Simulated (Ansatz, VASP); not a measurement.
Sb in VASP and in Ansatz

INCAR

```
ALGO = Normal ; EDIFF = 1E-7
ENCUT = 520 ; GGA = PS
ISIF = 2 ; ISMEAR = 0
LASPH = True ; LCHARG = True
LELF = True ; LREAL = False
LVHAR = True ; LWAVE = False
NBANDS = 12 ; NELM = 60
PREC = Accurate ; SIGMA = 0.15
```

The input KPOINTS:

```
k-points
0
Gamma
  12 12 12
```

File POSCAR:

```
Sb
1.0
    2.1828593370      1.2602744258      3.8001600000
   -2.1828593370      1.2602744258      3.8001600000
    0.0000000000     -2.5205488516      3.8001600000
Sb
2
Direct
    0.2336400000      0.2336400000      0.2336400000
    0.7663600000      0.7663600000      0.7663600000
```

Input for Ansatz:

```yaml
crystal:
  lattice:
    - [2.182859337, 1.2602744258, 3.80016]
    - [-2.182859337, 1.2602744258, 3.80016]
    - [0.0, -2.5205488516, 3.80016]
  atoms:
    - { symbol: Sb, position: [0.23364, 0.23364, 0.23364] }
    - { symbol: Sb, position: [0.76636, 0.76636, 0.76636] }
basis:
  ecutwfc: 420
kpoints:
  mp_grid: { grid: [12, 12, 12] }
hamiltonian:
  xc: pbesol
scf:
  occupations: { method: gaussian, width: 0.15 }
output:
  forces: true
  stress: true
  eigenvalues: true
```

Change from the starting cell: strain +0.015 along x and y, +0.015 along z, atoms carried along.

Alike in both runs: task single point; functional PBEsol; k mesh 12 × 12 × 12; occupations gaussian, width 0.15 eV; no spin polarisation.

|  | VASP | Ansatz |
| --- | --- | --- |
| version | VASP 6.6.1 | Ansatz 0.2.0 |
| potentials or method | VASP PAW PBE potentials, release 64 (Sb), cutoff 520 eV | scalar-relativistic, plane waves, PAW |
| valence electrons in the cell | 10 | 30 |

Ansatz gave:

| Item | Value |
| --- | --- |
| gap on the k mesh at the Fermi level (eV) | none |
| pressure (GPa) | -2.0 |
| rms of the force components (eV/Å) | 0.032 |

Q: Which values does VASP return?

A: gap on the k mesh at the Fermi level (eV): none; pressure (GPa): -1.9; rms of the force components (eV/Å): 0.004.

VASP's potentials were made for PBE, not for PBEsol. Atom by atom the forces differ by 0.027 eV/Å (rms over components). A gap of «none» marks a metal or a gap that the smearing closes. VASP's potentials hold 10 valence electrons a cell and Ansatz's 30, so a difference there can come from the potentials and not from the codes.

Neither program's run includes spin-orbit coupling.
